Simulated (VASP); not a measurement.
# SnO (F-43m) in VASP: notebook

The runs below take SnO through single point, relaxation of cell and atoms, with PBEsol.

Everything below comes from runs of VASP 6.6.1. Logs are shortened: lines on timing, memory, paths and dates and some standing lists are left out, and cuts for length are marked.

## Step 1: The cell of the first run

It takes space group F-43m (No. 216, cubic). The conventional cell has a = 5.373 Å, b = 5.373 Å, c = 5.373 Å, α = 90.00°, β = 90.00°, γ = 90.00°. Within 3.1 Å of Sn (site symmetry -43m) lie 4 O at 2.33 Å. Within 3.1 Å of O (site symmetry -43m) lie 4 Sn at 2.33 Å.

## Step 2: Single point, PBEsol

The input, INCAR:

```
SYSTEM = SnO
PREC = Accurate ; ENCUT = 520
EDIFF = 1E-6 ; ISMEAR = -1
SIGMA = 0.03 ; LREAL = .FALSE.
LASPH = .TRUE. ; NELM = 80
ALGO = Normal ; ISIF = 2
LWAVE = .FALSE. ; LCHARG = .FALSE.
GGA = PS ; NBANDS = 17
```

The input, KPOINTS:

```
Automatic mesh
0
G
  8 8 8
  0 0 0
```

The input, POSCAR:

```
SnO
1.0
    0.0000000000      2.6866387061      2.6866387061
    2.6866387061      0.0000000000      2.6866387061
    2.6866387061      2.6866387061      0.0000000000
Sn O
1 1
Direct
    0.0000000000      0.0000000000      0.0000000000
    0.7500000000      0.7500000000      0.7500000000
```

Potentials or basis: VASP PAW PBE potentials, release 64 (Sn_d, O).

Run with:

```
> cat potpaw_PBE.64/Sn_d/POTCAR potpaw_PBE.64/O/POTCAR > POTCAR
> mpirun -np 1 vasp_std > vasp.out
```

OUTCAR:

```text
SYSTEM = SnO
   PREC = Accurate
   ENCUT = 520
   EDIFF = 1E-6
   ISMEAR = -1
   LREAL = .FALSE.
   LASPH = .TRUE.
   NELM = 80
   ISIF = 2
   GGA = PS

 ion  position               nearest neighbor table
   1  0.000  0.000  0.000-   2 2.33   2 2.33   2 2.33   2 2.33
   2  0.750  0.750  0.750-   1 2.33   1 2.33   1 2.33   1 2.33

  LATTYP: Found a face centered cubic cell.
 ALAT       =     5.3732774122

  Lattice vectors:

 A1 = (   0.0000000000,   2.6866387061,   2.6866387061)
 A2 = (   2.6866387061,   0.0000000000,   2.6866387061)
 A3 = (   2.6866387061,   2.6866387061,   0.0000000000)

Analysis of symmetry for initial positions (statically):
=====================================================================
 Subroutine PRICEL returns:
 Original cell was already a primitive cell.

 Routine SETGRP: Setting up the symmetry group for a
 face centered cubic supercell.

 Subroutine GETGRP returns: Found 24 space group operations
 (whereof 24 operations were pure point group operations)
 out of a pool of 48 trial point group operations.

The static configuration has the point symmetry T_d .

Analysis of symmetry for dynamics (positions and initial velocities):
=====================================================================
 Subroutine PRICEL returns:
 Original cell was already a primitive cell.

 Routine SETGRP: Setting up the symmetry group for a
 face centered cubic supercell.

 Subroutine GETGRP returns: Found 24 space group operations
 (whereof 24 operations were pure point group operations)
 out of a pool of 48 trial point group operations.

The dynamic configuration has the point symmetry T_d .

 Subroutine INISYM returns: Found 24 space group operations
 (whereof 24 operations are pure point group operations),
 and found     1 'primitive' translations

----------------------------------------------------------------------------------------

                                     Primitive cell

  volume of cell :      38.7845

  direct lattice vectors                    reciprocal lattice vectors
     0.000000000  2.686638706  2.686638706    -0.186106155  0.186106155  0.186106155
     2.686638706  0.000000000  2.686638706     0.186106155 -0.186106155  0.186106155
     2.686638706  2.686638706  0.000000000     0.186106155  0.186106155 -0.186106155

  length of vectors
     3.799480895  3.799480895  3.799480895     0.322345316  0.322345316  0.322345316

  position of ions in fractional coordinates (direct lattice)
     0.000000000  0.000000000  0.000000000
     0.750000000  0.750000000  0.750000000

  ion indices of the primitive-cell ions
   primitive index   ion index
                 1           1
                 2           2

----------------------------------------------------------------------------------------

 KPOINTS: Automatic mesh

Automatic generation of k-mesh.
 Grid dimensions read from file:
 generate k-points for:    8    8    8

 Generating k-lattice:

  Cartesian coordinates                     Fractional coordinates (reciprocal lattice)
    -0.023263269  0.023263269  0.023263269     0.125000000  0.000000000  0.000000000
     0.023263269 -0.023263269  0.023263269     0.000000000  0.125000000  0.000000000
     0.023263269  0.023263269 -0.023263269     0.000000000  0.000000000  0.125000000

  Length of vectors
     0.040293165  0.040293165  0.040293165

  Shift w.r.t. Gamma in fractional coordinates (k-lattice)
     0.000000000  0.000000000  0.000000000

 Subroutine IBZKPT returns following result:
 ===========================================

 Found     29 irreducible k-points:

 Following reciprocal coordinates:
            Coordinates               Weight
  0.000000  0.000000  0.000000      1.000000
  0.125000  0.000000  0.000000      8.000000
  0.250000  0.000000  0.000000      8.000000
  0.375000  0.000000  0.000000      8.000000
  0.500000  0.000000  0.000000      4.000000
  0.125000  0.125000  0.000000      6.000000
[... 16 lines left out ...]
  0.500000  0.250000  0.125000     48.000000
 -0.375000  0.250000  0.125000     24.000000
 [... further k-points ...]
   k-points           NKPTS =     29   k-points in BZ     NKDIM =     29   number of bands    NBANDS=     17
   number of dos      NEDOS =    301   number of ions     NIONS =      2
   total plane-waves  NPLWV =  21952
   dimension x,y,z NGX =    28 NGY =   28 NGZ =   28
   dimension x,y,z NGXF=    56 NGYF=   56 NGZF=   56
   ions per type =               1   1
   NGX,Y,Z   is equivalent  to a cutoff of  12.25, 12.25, 12.25 a.u.
   NGXF,Y,Z  is equivalent  to a cutoff of  24.50, 24.50, 24.50 a.u.
 SYSTEM =  SnO
   PREC   = accura    normal or accurate (medium, high low for compatibility)
   ISTART =      0    job   : 0-new  1-cont  2-samecut
   ICHARG =      2    charge: 1-file 2-atom 10-const
   ISPIN  =      1    spin polarized calculation?
   LNONCOLLINEAR =      F non collinear calculations
   LSORBIT =      F    spin-orbit coupling
   LASPH  =      T    aspherical Exc in radial PAW
   ENCUT  =  520.0 eV  38.22 Ry    6.18 a.u.   7.06  7.06  7.06*2*pi/ulx,y,z
   NELM   =     80;   NELMIN=  2; NELMDL= -5     # of ELM steps
   EDIFF  = 0.1E-05   stopping-criterion for ELM
   LREAL  =      F    real-space projection
   EDIFFG = 0.1E-04   stopping-criterion for IOM
   NSW    =      0    number of steps for IOM
   IBRION =     -1    ionic relax: 0-MD 1-quasi-New 2-CG
   NFREE  =      0    steps in history (QN), initial steepest desc. (CG)
   ISIF   =      2    stress and relaxation
   ISYM   =      2    0-nonsym 1-usesym 2-fastsym
   POTIM  = 0.5000    time-step for ionic-motion
   TEBEG  =    0.0;   TEEND  =   0.0 temperature during run
   PSTRESS=    0.0 pullay stress
   NELECT =      20.0000    total number of electrons
   NUPDOWN=      -1.0000    fix difference up-down
   EMIN   =  10.00;   EMAX   =-10.00  energy-range for DOS
   EFERMI =   0.00;   METHOD = LEGACY
   ISMEAR =    -1;   SIGMA  =   0.03  broadening in eV -4-tet -1-fermi 0-gaus
   EFERMI_NEDOS =   21; number of points for ismear=-14 and -15
   IALGO  =     38    algorithm
   IMIX   =      4    mixing-type and parameters
     AMIX     =   0.40;   BMIX     =  1.00
     AMIX_MAG =   1.60;   BMIX_MAG =  1.00
  volume/ion in A,a.u.               =      19.39       130.87
  Fermi-wavevector in a.u.,A,eV,Ry     =   1.312801  2.480834 23.448913  1.723446
  Thomas-Fermi vector in A             =   2.443168
   LORBIT       =      0    0 simple, 1 ext, 2 COOP (PROOUT), +10 PAW based schemes
   GGA     = PS    functional components
   LHFCALC =     F    Hartree Fock is set to
   AEXX    =    0.0000 exact exchange contribution
   IVDW    =     0    specifies the selected vdW correction
   LEPSILON=     F    determine dielectric tensor
   LRPA    =     F    only Hartree local field effects (RPA)
 non-spin polarized calculation
  energy-cutoff  :      520.00
  volume of cell :       38.78
 maximum number of plane-waves:      1056
   NGX = 15   NGY = 15   NGZ = 15

 number of electron      19.9999992 magnetization

 Free energy of the ion-electron system (eV)
  ---------------------------------------------------
  ext. energy  EPLUGINS =         0.00000000
  ---------------------------------------------------
  free energy    TOTEN  =       -11.11066971 eV

  energy without entropy =      -11.10856803  energy(sigma->0) =      -11.10961887

 E-fermi :   6.2334     XC(G=0): -10.0149

 val. band max:        6.2216536518   @ k =  -0.3750   0.5000   0.1250
 cond. band min:       6.3154496120   @ k =  -0.2500   0.5000   0.2500
 fundamental gap:      0.0937959602
 Fermi energy:         6.2334109841

 k-point     1 :       0.0000    0.0000    0.0000
  band No.  band energies     occupation
      1     -15.4398      2.00000
      2     -15.4398      2.00000
      3     -15.4398      2.00000
      4     -15.3841      2.00000
      5     -15.3841      2.00000
      6     -12.8674      2.00000
[... 9 lines left out ...]
     16      17.6837      0.00000
     17      17.6837      0.00000

 k-point     2 :       0.1250    0.0000    0.0000
  band No.  band energies     occupation
      1     -15.4640      2.00000
      2     -15.4346      2.00000
      3     -15.4346      2.00000
      4     -15.3838      2.00000
      5     -15.3838      2.00000
      6     -12.7715      2.00000
[... 9 lines left out ...]
     16      17.0984      0.00000
     17      17.2590      0.00000

 k-point     3 :       0.2500    0.0000    0.0000
  band No.  band energies     occupation
      1     -15.5195      2.00000
      2     -15.4260      2.00000
      3     -15.4260      2.00000
      4     -15.3793      2.00000
      5     -15.3793      2.00000
      6     -12.5328      2.00000
[... 9 lines left out ...]
     16      16.7401      0.00000
     17      18.9093      0.00000

 k-point     4 :       0.3750    0.0000    0.0000
  band No.  band energies     occupation
      1     -15.5715      2.00000
      2     -15.4236      2.00000
      3     -15.4236      2.00000
      4     -15.3685      2.00000
      5     -15.3685      2.00000
      6     -12.2805      2.00000
[... 9 lines left out ...]
     16      17.0144      0.00000
     17      19.1917      0.00000

 k-point     5 :       0.5000    0.0000    0.0000
  band No.  band energies     occupation
      1     -15.5922      2.00000
      2     -15.4240      2.00000
      3     -15.4240      2.00000
      4     -15.3626      2.00000
      5     -15.3626      2.00000
      6     -12.1711      2.00000
[... 9 lines left out ...]
     16      17.2910      0.00000
     17      18.8575      0.00000

 k-point     6 :       0.1250    0.1250    0.0000
  band No.  band energies     occupation
      1     -15.4777      2.00000
      2     -15.4291      2.00000
      3     -15.4291      2.00000
      4     -15.3884      2.00000
      5     -15.3804      2.00000
      6     -12.7404      2.00000
[... 9 lines left out ...]
     16      18.4589      0.00000
     17      18.4589      0.00000
[... 281 lines left out ...]
 k-point    21 :       0.5000    0.5000    0.0000
  band No.  band energies     occupation
      1     -15.6629      2.00000
      2     -15.4176      2.00000
      3     -15.3654      2.00000
      4     -15.3654      2.00000
      5     -15.3592      2.00000
      6     -11.9788      2.00000
[... 9 lines left out ...]
     16      22.0909      0.00000
     17      22.5333      0.00000

 k-point    22 :       0.3750    0.2500    0.1250
  band No.  band energies     occupation
      1     -15.5632      2.00000
      2     -15.4148      2.00000
      3     -15.4072      2.00000
      4     -15.3918      2.00000
      5     -15.3700      2.00000
      6     -12.3579      2.00000
[... 9 lines left out ...]
     16      18.3865      0.00000
     17      19.8060      0.00000

 k-point    23 :       0.5000    0.2500    0.1250
  band No.  band energies     occupation
      1     -15.5961      2.00000
      2     -15.4173      2.00000
      3     -15.4017      2.00000
      4     -15.3836      2.00000
      5     -15.3667      2.00000
      6     -12.1540      2.00000
[... 9 lines left out ...]
     16      18.3922      0.00000
     17      20.3168      0.00000

 k-point    24 :      -0.3750    0.2500    0.1250
  band No.  band energies     occupation
      1     -15.6085      2.00000
      2     -15.4193      2.00000
      3     -15.4009      2.00000
      4     -15.3781      2.00000
      5     -15.3659      2.00000
      6     -12.0661      2.00000
[... 9 lines left out ...]
     16      18.6259      0.00000
     17      20.3841      0.00000

 [... further k-points ...]
[... 5 lines left out ...]
  --------------------------------------------------------------------------------------
  -------------------------------------------------------------------------------------
  Total        0.0263716      0.0263716      0.0263716      0.0000000     -0.0000000      0.0000000
  in kB        1.0894060      1.0894060      1.0894060      0.0000000     -0.0000000      0.0000000
  external PRESSURE =       1.0894060 kB  Pullay stress =       0.0000000 kB

 VOLUME and BASIS-vectors are now :
 -----------------------------------------------------------------------------
  energy-cutoff  :      520.00
  volume of cell :       38.78
      direct lattice vectors                 reciprocal lattice vectors
     0.000000000  2.686638706  2.686638706    -0.186106155  0.186106155  0.186106155
     2.686638706  0.000000000  2.686638706     0.186106155 -0.186106155  0.186106155
     2.686638706  2.686638706  0.000000000     0.186106155  0.186106155 -0.186106155

 POSITION                                       TOTAL-FORCE (eV/Angst)
 -----------------------------------------------------------------------------------
      0.00000      0.00000      0.00000         0.000000      0.000000      0.000000
      4.02996      4.02996      4.02996        -0.000000     -0.000000     -0.000000
 -----------------------------------------------------------------------------------
    total drift:                                0.000000      0.000000      0.000000

  FREE ENERGIE OF THE ION-ELECTRON SYSTEM (eV)
  ---------------------------------------------------
  free  energy   TOTEN  =       -11.1106697114 eV

  energy  without entropy=      -11.1085680335  energy(sigma->0) =      -11.10961887
```

Wall time 16 s (1 thread of Intel Xeon 6975P-C, shared host); peak memory 0.16 GiB.

Results:

```
Free energy            : -11.1107 eV
Pressure               : 0.1 GPa
Band gap on the k mesh : zero (band 10 reaches 6.32 eV, above the bottom of band 11 at 6.12 eV)
```

Levels at points of the mesh, in eV from the Fermi level:
```csv
k point,band 6,band 7,band 8,band 9,band 10,band 11,band 12,band 13,band 14,band 15
"(0.00, 0.00, 0.00)",-19.10,-6.34,-3.82,-3.82,-3.82,4.51,4.51,4.51,9.09,11.45
"(0.50, 0.00, 0.00)",-18.40,-8.21,-4.26,-4.26,-2.43,1.61,4.64,4.64,8.48,11.06
"(0.50, 0.50, 0.00)",-18.21,-8.00,-5.04,-5.04,-0.76,-0.12,5.25,5.29,5.29,10.34
```

Caveat: the PAW data sets were made with another functional, which shifts forces and pressure a little; spin-orbit coupling is left out, which moves the levels of the heavy elements.

## Step 3: Relaxation of cell and atoms, PBEsol

This run uses another cell than the first one, of 17.77 Å³/atom, 0.916 times its volume.

The input, INCAR:

```
  PREC = Accurate
  ENCUT = 600
  EDIFF = 1E-6
  ISMEAR = -1
  SIGMA = 0.03
  LREAL = False
  LASPH = True
  NELM = 60
  ALGO = Normal
  ISIF = 3
  LWAVE = False
  LCHARG = False
  GGA = PS
  IBRION = 2
  NSW = 100
  EDIFFG = -0.01
```

The input, KPOINTS:

```
regular mesh
0
Gamma
  8 8 8
```

The input, POSCAR:

```
SnO
1.0
    0.0000000000      2.6094893900      2.6094893900
    2.6094893900      0.0000000000      2.6094893900
    2.6094893900      2.6094893900      0.0000000000
Sn O
1 1
Direct
    0.0000000000      0.0000000000      0.0000000000
    0.7500000000      0.7500000000      0.7500000000
```

Potentials or basis: VASP PAW PBE potentials, release 64 (Sn_d, O).

Run with:

```
> cat potpaw_PBE.64/Sn_d/POTCAR potpaw_PBE.64/O/POTCAR > POTCAR
> mpirun -np 1 vasp_std > vasp.out
```

It took 45 s on 1 thread of Intel Xeon 6975P-C, shared host; peak memory 0.19 GiB.

Results (log left out):

```
Free energy                            : -11.1094 eV
Relaxed volume                         : 19.41 Å³/atom
Relaxed cell                           : a = 3.801 Å, b = 3.801 Å, c = 3.801 Å, α = 60.00°, β = 60.00°, γ = 60.00°
Space group after relaxing (to 0.05 Å) : F-43m (No. 216)
Energy gained by relaxing              : 32.3 meV/atom
Ionic steps                            : 3
Pressure after relaxing                : 0.0 GPa
Band gap on the k mesh                 : zero (band 10 reaches 6.30 eV, above the bottom of band 11 at 6.10 eV)
```

The path:
| step | energy change (eV) | largest force (eV/Å) | pressure (GPa) | volume (Å³) |
| --- | --- | --- | --- | --- |
| 1 | 0.0000 | 0.0000 | 6.99 | 35.54 |
| 2 | -0.0616 | 0.0000 | -1.19 | 39.68 |
| 3 | -0.0647 | 0.0000 | 0.05 | 38.82 |

Final structure:
```
Sn O
1.0
     0.00000    2.68750    2.68750
     2.68750    0.00000    2.68750
     2.68750    2.68750    0.00000
Sn O
1 1
Direct
  0.00000 0.00000 0.00000
  0.75000 0.75000 0.75000
```

Levels at points of the mesh, in eV from the Fermi level:
```csv
k point,band 6,band 7,band 8,band 9,band 10,band 11,band 12,band 13,band 14
"(0.00, 0.00, 0.00)",-19.09,-6.34,-3.81,-3.81,-3.81,4.50,4.50,4.50,9.08
"(0.50, 0.00, 0.00)",-18.40,-8.20,-4.26,-4.26,-2.43,1.61,4.64,4.64,8.48
"(0.50, 0.50, 0.00)",-18.21,-8.00,-5.04,-5.04,-0.75,-0.12,5.25,5.29,5.29
```

Caveat: the PAW data sets were made with another functional, which shifts forces and pressure a little; spin-orbit coupling is left out, which moves the levels of the heavy elements.
